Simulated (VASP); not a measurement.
Write the native input for VASP 6.6.1 that does the following.

| Quantity | Value |
| --- | --- |
| Task | single point |
| Functional | PBE |
| Potentials or basis | VASP PAW PBE potentials, release 64 (S, K_sv) |
| Cutoff | 500 eV |
| k mesh | 10 × 10 × 10 |
| Occupations | fermi-dirac, width 0.03 eV |
| Spin | no spin polarisation |
| Dipole correction | no |
| Further INCAR settings | ALGO = Normal; EDIFF = 1e-06; NBANDS = 19 |

The structure of K2S (fluorite type) lies in POSCAR:

```
K2S
1.0
    0.0000000000      3.6558024717      3.6558024717
    3.6558024717      0.0000000000      3.6558024717
    3.6558024717      3.6558024717      0.0000000000
S K
1 2
Direct
    0.0000000000      0.0000000000      0.0000000000
    0.2500000000      0.2500000000      0.2500000000
    0.7500000000      0.7500000000      0.7500000000
```

The input as run:

INCAR

```
SYSTEM = K2S
PREC     = Accurate       ! precision mode
ENCUT    = 500            ! plane-wave cutoff, eV
EDIFF    = 1E-6           ! SCF threshold, eV
ISMEAR   = -1             ! smearing method
SIGMA    = 0.03           ! smearing width, eV
LREAL    = .False.        ! projectors in reciprocal space
LASPH    = .True.         ! aspherical terms in the spheres
NELM     = 120            ! most SCF steps
ALGO     = Normal         ! electronic algorithm
ISIF     = 2              ! what is computed and relaxed
LWAVE    = .False.        ! write WAVECAR
LCHARG   = .False.        ! write CHGCAR
GGA      = PE             ! functional
NBANDS   = 19             ! bands
GGA_COMPAT= .False.
```

KPOINTS

```
regular mesh
0
Gamma
  10 10 10
  0 0 0
```

Potentials or basis: VASP PAW PBE potentials, release 64 (S, K_sv).

Launch:

```bash
$ cat potpaw_PBE.64/S/POTCAR potpaw_PBE.64/K_sv/POTCAR > POTCAR
$ mpirun -np 1 vasp_std > vasp.out
```

It gave:

```yaml
Pressure: 1.3 GPa
Band_gap_on_the_k_mesh: 2.48 eV (least direct gap 2.71 eV)
```

Wall time 120 s on 1 thread of Oxide Virtual Turin-like Processor, on a shared host, peak memory 0.23 GiB.
